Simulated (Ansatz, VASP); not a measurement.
# CdS in VASP and in Ansatz

```
CELL_PARAMETERS angstrom
4.19732 0.00000 0.00000
-2.09866 3.63498 0.00000
0.00000 0.00000 6.83073
ATOMIC_POSITIONS crystal
Cd 0.66667 0.33333 0.50026
Cd 0.33333 0.66667 0.00026
S 0.66667 0.33333 0.87674
S 0.33333 0.66667 0.37674
```

Alike in both runs: functional PBE; k mesh 6 × 6 × 4; occupations gaussian, width 0.02 eV; no spin polarisation.

Ansatz relaxed the structure, and its values are those at the end. VASP's run is a single point on that final structure, the one shown.

```csv
,VASP,Ansatz
version,VASP 6.6.1,Ansatz 0.2.0
potentials or method,"VASP PAW PBE potentials, release 64 (Cd, S), cutoff 520 eV","scalar-relativistic, plane waves, PAW"
valence electrons in the cell,36,52
```

Ansatz gave:

```
gap on the k mesh at the Fermi level (eV) : 1.11
least direct gap on the mesh (eV)         : 1.11
pressure (GPa)                            : 0.0
```

Problem. Which values does VASP return?

Solution. gap on the k mesh at the Fermi level (eV): 1.11; least direct gap on the mesh (eV): 1.11; pressure (GPa): 0.3.

VASP's potentials hold 36 valence electrons a cell and Ansatz's 52, so a difference there can come from the potentials and not from the codes.
